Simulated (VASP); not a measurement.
# RbAs2BrO4 (P4/mmm) in VASP: single point with PBE

Aim: the single point of RbAs2BrO4 with PBE.

Program: VASP 6.6.1. These are calculated values, not measurements. Logs are shortened: lines on timing, memory, paths and dates and some standing lists are left out, and cuts for length are marked.

### Step 1. The cell of the first run

Symmetry: P4/mmm, No. 123, tetragonal system. The conventional cell has a = 3.866 Å, b = 3.866 Å, c = 9.179 Å, α = 90.00°, β = 90.00°, γ = 90.00°. Within 3.1 Å of Rb (site symmetry 4/mmm) lie 8 O at 2.35 Å. Within 3.0 Å of As (site symmetry 4mm) lie 4 O at 2.25 Å. Within 3.0 Å of O (site symmetry 2mm) lie 2 As at 2.25 Å and 2 Rb at 2.35 Å and 5 O at 2.68 to 2.73 Å. Within 4.6 Å of Br (site symmetry 4/mmm) lie 8 As at 3.45 Å and 8 O at 3.78 Å and 4 Br at 3.87 Å and 2 Rb at 4.59 Å.

### Step 2. Single point, PBE

The input, POSCAR:

```
RbAs2BrO4
1.0
    3.8657490000      0.0000000000      0.0000000000
    0.0000000000      3.8657490000      0.0000000000
    0.0000000000      0.0000000000      9.1792410000
Rb As O Br
1 2 4 1
Direct
    0.0000000000      0.0000000000      0.0000000000
    0.5000000000      0.5000000000      0.7293000000
    0.5000000000      0.5000000000      0.2707000000
    0.5000000000      0.0000000000      0.8540000000
    0.0000000000      0.5000000000      0.8540000000
    0.5000000000      0.0000000000      0.1460000000
    0.0000000000      0.5000000000      0.1460000000
    0.0000000000      0.0000000000      0.5000000000
```

The input, INCAR.step1:

```
SYSTEM = RbAs2BrO4
ALGO = Normal
EDIFF = 1E-6
ENCUT = 520
GGA = PE
ISIF = 2
ISMEAR = 1
LASPH = .TRUE.
LCHARG = .TRUE.
LREAL = .FALSE.
LWAVE = .FALSE.
NBANDS = 35
NELM = 60
PREC = Accurate
SIGMA = 0.0613
```

The input, KPOINTS.step1:

```
k-points
0
G
  9 9 4
  0 0 0
```

The input, INCAR.step2:

```
SYSTEM = RbAs2BrO4
ALGO = Normal
EDIFF = 1E-6
ENCUT = 520
GGA = PE
ICHARG = 11
ISIF = 2
ISMEAR = -5
LASPH = .TRUE.
LCHARG = .FALSE.
LORBIT = 11
LREAL = .FALSE.
LWAVE = .FALSE.
NEDOS = 2001
NELM = 60
PREC = Accurate
SIGMA = 0.0613
```

The input, KPOINTS.step2:

```
k-points
0
G
  14 14 6
  0 0 0
```

Potentials or basis: VASP PAW PBE potentials, release 64 (Rb_sv, As, O, Br).

The run is started by

```console
$ cat potpaw_PBE.64/Rb_sv/POTCAR potpaw_PBE.64/As/POTCAR potpaw_PBE.64/O/POTCAR potpaw_PBE.64/Br/POTCAR > POTCAR
$ cp INCAR.step1 INCAR
$ cp KPOINTS.step1 KPOINTS
$ mpirun -np 1 vasp_std > vasp.out
$ cp INCAR.step2 INCAR
$ cp KPOINTS.step2 KPOINTS
$ mpirun -np 1 vasp_std > vasp.out
```

OUTCAR:

```text
SYSTEM = RbAs2BrO4
   EDIFF = 1E-6
   ENCUT = 520
   GGA = PE
   ICHARG = 11
   ISIF = 2
   ISMEAR = -5
   LASPH = .TRUE.
   LORBIT = 11
   LREAL = .FALSE.
   NELM = 60
   PREC = Accurate

 ion  position               nearest neighbor table
   1  0.000  0.000  0.000-   4 2.35   5 2.35   6 2.35   7 2.35   5 2.35   7 2.35   4 2.35   6 2.35
                             2 3.69   3 3.69   2 3.69   3 3.69   2 3.69   3 3.69   2 3.69   3 3.69
   2  0.500  0.500  0.729-   4 2.25   5 2.25   4 2.25   5 2.25   1 3.69   1 3.69   1 3.69   1 3.69

   3  0.500  0.500  0.271-   6 2.25   7 2.25   6 2.25   7 2.25   1 3.69   1 3.69   1 3.69   1 3.69

   4  0.500  0.000  0.854-   2 2.25   2 2.25   1 2.35   1 2.35
   5  0.000  0.500  0.854-   2 2.25   2 2.25   1 2.35   1 2.35
   6  0.500  0.000  0.146-   3 2.25   3 2.25   1 2.35   1 2.35
   7  0.000  0.500  0.146-   3 2.25   3 2.25   1 2.35   1 2.35
   8  0.000  0.000  0.500-

  LATTYP: Found a simple tetragonal cell.
 ALAT       =     3.8657490000
 C/A-ratio  =     2.3745051735

  Lattice vectors:

 A1 = (   3.8657490000,   0.0000000000,   0.0000000000)
 A2 = (   0.0000000000,   3.8657490000,   0.0000000000)
 A3 = (   0.0000000000,   0.0000000000,   9.1792410000)

Analysis of symmetry for initial positions (statically):
=====================================================================
 Subroutine PRICEL returns:
 Original cell was already a primitive cell.

 Routine SETGRP: Setting up the symmetry group for a
 simple tetragonal supercell.

 Subroutine GETGRP returns: Found 16 space group operations
 (whereof 16 operations were pure point group operations)
 out of a pool of 16 trial point group operations.

The static configuration has the point symmetry D_4h.

Analysis of symmetry for dynamics (positions and initial velocities):
=====================================================================
 Subroutine PRICEL returns:
 Original cell was already a primitive cell.

 Routine SETGRP: Setting up the symmetry group for a
 simple tetragonal supercell.

 Subroutine GETGRP returns: Found 16 space group operations
 (whereof 16 operations were pure point group operations)
 out of a pool of 16 trial point group operations.

The dynamic configuration has the point symmetry D_4h.

 Subroutine INISYM returns: Found 16 space group operations
 (whereof 16 operations are pure point group operations),
 and found     1 'primitive' translations

----------------------------------------------------------------------------------------
[... 121 lines left out ...]
   EFERMI =   0.00;   METHOD = LEGACY
   ISMEAR =    -5;   SIGMA  =   0.06  broadening in eV -4-tet -1-fermi 0-gaus
   EFERMI_NEDOS =   21; number of points for ismear=-14 and -15
   IALGO  =     38    algorithm
   IMIX   =      4    mixing-type and parameters
     AMIX     =   0.40;   BMIX     =  1.00
     AMIX_MAG =   1.60;   BMIX_MAG =  1.00
  volume/ion in A,a.u.               =      17.15       115.71
  Fermi-wavevector in a.u.,A,eV,Ry     =   1.169428  2.209898 18.606807  1.367562
  Thomas-Fermi vector in A             =   2.305901
   LORBIT       =     11    0 simple, 1 ext, 2 COOP (PROOUT), +10 PAW based schemes
   GGA     = PE    functional components
   LHFCALC =     F    Hartree Fock is set to
   AEXX    =    0.0000 exact exchange contribution
   IVDW    =     0    specifies the selected vdW correction
   LEPSILON=     F    determine dielectric tensor
   LRPA    =     F    only Hartree local field effects (RPA)
 non-spin polarized calculation
 Fermi weights with tetrahedron method with Bloechl corrections
  energy-cutoff  :      520.00
  volume of cell :      137.17
 maximum number of plane-waves:      3736
 NGX is ok and might be reduce to    30

 number of electron      50.0000018 magnetization

 Free energy of the ion-electron system (eV)
  ---------------------------------------------------
  ext. energy  EPLUGINS =         0.00000000
  ---------------------------------------------------
  free energy    TOTEN  =       -31.62572874 eV

  energy without entropy =      -31.62572874  energy(sigma->0) =      -31.62572874

 E-fermi :   1.3539     XC(G=0):  -9.6380

 val. band max:        1.3700100818   @ k =   0.3571   0.0714   0.5000
 cond. band min:       1.3432090305   @ k =   0.2857   0.0000   0.5000
 fundamental gap:     -0.0268010513
 Fermi energy:         1.3538951435

 k-point     1 :       0.0000    0.0000    0.0000
  band No.  band energies     occupation
      1     -22.0388      2.00000
      2     -16.3531      2.00000
      3     -15.7807      2.00000
      4     -14.7686      2.00000
      5     -14.4770      2.00000
      6     -11.9514      2.00000
[... 781 lines left out ...]
     29       4.8510      0.00000
     30       4.8634      0.00000

 [... further k-points ...]
[... 5 lines left out ...]
  --------------------------------------------------------------------------------------
  -------------------------------------------------------------------------------------
  Total       -1.9966293     -1.9966293      1.8393734      0.0000000      0.0000000     -0.0000000
  in kB      -23.3202900    -23.3202900     21.4835673      0.0000000      0.0000000     -0.0000000
  external PRESSURE =      -8.3856709 kB  Pullay stress =       0.0000000 kB

 VOLUME and BASIS-vectors are now :
 -----------------------------------------------------------------------------
  energy-cutoff  :      520.00
  volume of cell :      137.17
      direct lattice vectors                 reciprocal lattice vectors
     3.865749000  0.000000000  0.000000000     0.258682082  0.000000000  0.000000000
     0.000000000  3.865749000  0.000000000     0.000000000  0.258682082  0.000000000
     0.000000000  0.000000000  9.179241000     0.000000000  0.000000000  0.108941469

 POSITION                                       TOTAL-FORCE (eV/Angst)
 -----------------------------------------------------------------------------------
      0.00000      0.00000      0.00000         0.000000      0.000000      0.000000
      1.93287      1.93287      6.69442         0.000000     -0.000000      3.029758
      1.93287      1.93287      2.48482         0.000000      0.000000     -3.029758
      1.93287      0.00000      7.83907        -0.000000     -0.000000     -3.533981
      0.00000      1.93287      7.83907         0.000000      0.000000     -3.533981
      1.93287      0.00000      1.34017         0.000000     -0.000000      3.533981
      0.00000      1.93287      1.34017        -0.000000      0.000000      3.533981
      0.00000      0.00000      4.58962         0.000000      0.000000      0.000000
 -----------------------------------------------------------------------------------
    total drift:                                0.000000     -0.000000      0.000000

  FREE ENERGIE OF THE ION-ELECTRON SYSTEM (eV)
  ---------------------------------------------------
  free  energy   TOTEN  =       -31.6257287441 eV

  energy  without entropy=      -31.6257287441  energy(sigma->0) =      -31.62572874

 total charge

# of ion       s       p       d       tot
------------------------------------------
    1        1.987   5.259   0.163   7.410
    2        1.392   0.885   0.063   2.340
    3        1.392   0.885   0.063   2.340
    4        1.608   3.232   0.000   4.840
    5        1.608   3.232   0.000   4.840
    6        1.608   3.232   0.000   4.840
    7        1.608   3.232   0.000   4.840
    8        1.616   3.187   0.006   4.809
--------------------------------------------------
tot         12.820  23.145   0.294  36.259
```

OUTCAR.step1:

```text
SYSTEM = RbAs2BrO4
   EDIFF = 1E-6
   ENCUT = 520
   GGA = PE
   ISIF = 2
[... 1162 lines left out ...]
      0.00000      1.93287      7.83907        -0.000000     -0.000000     -3.530532
      1.93287      0.00000      1.34017        -0.000000      0.000000      3.530532
      0.00000      1.93287      1.34017         0.000000     -0.000000      3.530532
      0.00000      0.00000      4.58962         0.000000     -0.000000      0.000000
 -----------------------------------------------------------------------------------
    total drift:                                0.000000     -0.000000      0.000000

  FREE ENERGIE OF THE ION-ELECTRON SYSTEM (eV)
  ---------------------------------------------------
  free  energy   TOTEN  =       -31.6255854498 eV

  energy  without entropy=      -31.6231288882  energy(sigma->0) =      -31.62476660
```

OSZICAR.step1:

```text
N       E                     dE             d eps       ncg     rms          rms(c)
DAV:   1     0.298643661210E+03    0.29864E+03   -0.24569E+04  3150   0.131E+03
DAV:   2    -0.204018409947E+02   -0.31905E+03   -0.30219E+03  4084   0.263E+02
DAV:   3    -0.451190686235E+02   -0.24717E+02   -0.24256E+02  3764   0.766E+01
DAV:   4    -0.458496171723E+02   -0.73055E+00   -0.72998E+00  4710   0.112E+01
DAV:   5    -0.458546585915E+02   -0.50414E-02   -0.50407E-02  3799   0.881E-01    0.315E+01
DAV:   6    -0.396648589272E+02    0.61898E+01   -0.56026E+01  3376   0.472E+01    0.217E+01
DAV:   7    -0.322492076814E+02    0.74157E+01   -0.15942E+01  3619   0.236E+01    0.862E+00
DAV:   8    -0.315896305489E+02    0.65958E+00   -0.48459E+00  3387   0.106E+01    0.299E+00
DAV:   9    -0.316621873274E+02   -0.72557E-01   -0.58785E-01  3564   0.310E+00    0.208E+00
DAV:  10    -0.316313772055E+02    0.30810E-01   -0.10848E-01  4201   0.126E+00    0.663E-01
DAV:  11    -0.316315936720E+02   -0.21647E-03   -0.32897E-02  3330   0.845E-01    0.323E-01
DAV:  12    -0.316256268348E+02    0.59668E-02   -0.75954E-03  3997   0.487E-01    0.122E-01
DAV:  13    -0.316255817429E+02    0.45092E-04   -0.15730E-03  3522   0.183E-01    0.538E-02
DAV:  14    -0.316255917165E+02   -0.99736E-05   -0.22682E-04  3401   0.803E-02    0.256E-02
DAV:  15    -0.316255859454E+02    0.57710E-05   -0.39375E-05  4105   0.331E-02    0.134E-02
DAV:  16    -0.316255853775E+02    0.56793E-06   -0.12103E-05  3645   0.179E-02    0.294E-03
DAV:  17    -0.316255854498E+02   -0.72340E-07   -0.12333E-06  2408   0.693E-03
   1 F= -.31625585E+02 E0= -.31624767E+02  d E =-.245656E-02
```

It took 8.3 min on 1 thread of Intel Xeon Platinum 8488C (Sapphire Rapids), shared host; peak memory 0.67 GiB.

Results:

```
Valence electrons inside the program's atomic spheres : Rb 7.41; As 2.34; O 4.84; Br 4.81
```

Levels at points of the mesh, in eV from the Fermi level:
```tsv
k point	band 21	band 22	band 23	band 24	band 25	band 26	band 27	band 28	band 29	band 30
(0.00, 0.00, 0.00)	-0.78	-0.55	-0.55	-0.31	0.17	0.17	0.53	2.09	3.70	3.70
(0.50, 0.00, 0.00)	-0.71	-0.63	-0.40	-0.33	0.02	0.16	2.51	3.52	3.59	3.64
(0.50, 0.50, 0.00)	-1.05	-0.73	-0.61	-0.46	-0.10	-0.07	2.94	2.94	3.45	3.70
(0.00, 0.00, 0.50)	-0.78	-0.54	-0.54	-0.46	0.14	0.14	0.76	1.89	3.76	3.77
(0.50, 0.00, 0.50)	-1.09	-0.46	-0.31	-0.21	-0.09	0.16	3.09	3.46	3.58	3.72
(0.50, 0.50, 0.50)	-0.85	-0.73	-0.61	-0.46	-0.36	-0.10	2.86	2.86	3.77	3.77
```
